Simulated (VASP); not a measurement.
## Ta2Ru: single point with PBE

Crystal: Ta2Ru.

```
CELL_PARAMETERS angstrom
7.48328 0.00000 0.00000
-3.74164 6.48071 0.00000
0.00000 0.00000 2.77338
ATOMIC_POSITIONS crystal
Ta 0.64893 0.00000 0.50000
Ta 0.00000 0.64893 0.50000
Ta 0.35107 0.35107 0.50000
Ta 0.00000 0.00000 0.50000
Ru 0.33333 0.66667 0.50000
Ru 0.66667 0.33333 0.50000
```

The cell was generated, and may not be a known phase.

```json
{
 "Program": "VASP 6.6.1",
 "Task": "single point",
 "Functional": "PBE",
 "Potentials or basis": "VASP PAW PBE potentials, release 64 (Ta_sv_GW, Ru_sv)",
 "Cutoff": "560 eV",
 "k mesh": "6 × 6 × 14",
 "Occupations": "gaussian, width 0.1 eV",
 "Spin": "no spin polarisation"
}
```

* Pressure: -0.3 GPa
* Largest force: 0.006 eV/Å
* Band gap on the k mesh: zero (bands 42 and 43 overlap by 0.62 eV)

Forces in eV/Å, atoms in the order of the input:
```
Ta   0.006  0.000  0.000
Ta  -0.003  0.005  0.000
Ta  -0.003 -0.005  0.000
Ta   0.000  0.000  0.000
Ru   0.000  0.000  0.000
Ru   0.000  0.000  0.000
```

Levels at points of the mesh, in eV from the Fermi level:
| k point | band 38 | band 39 | band 40 | band 41 | band 42 | band 43 | band 44 | band 45 | band 46 | band 47 |
| --- | --- | --- | --- | --- | --- | --- | --- | --- | --- | --- |
| (0.00, 0.00, 0.00) | -0.82 | -0.82 | -0.33 | -0.33 | 0.10 | 0.10 | 0.12 | 0.12 | 0.77 | 0.77 |
| (0.50, 0.00, 0.00) | -1.03 | -0.98 | -0.36 | -0.29 | -0.17 | -0.09 | 0.07 | 0.20 | 0.62 | 1.24 |
| (0.00, 0.00, 0.50) | -1.00 | -0.56 | 0.34 | 0.34 | 0.42 | 1.03 | 1.03 | 1.43 | 1.43 | 2.66 |
| (0.50, 0.00, 0.50) | -0.95 | -0.91 | -0.86 | -0.18 | 0.05 | 1.72 | 1.94 | 1.94 | 2.07 | 2.24 |

Run time: 9.3 min on 1 thread of Intel(R) Xeon(R) Platinum 8259CL CPU @ 2.50GHz (Skylake/Cascade Lake) (shared host), peak memory 0.51 GiB.

Caveat: spin-orbit coupling is left out, which moves the levels of the heavy elements.
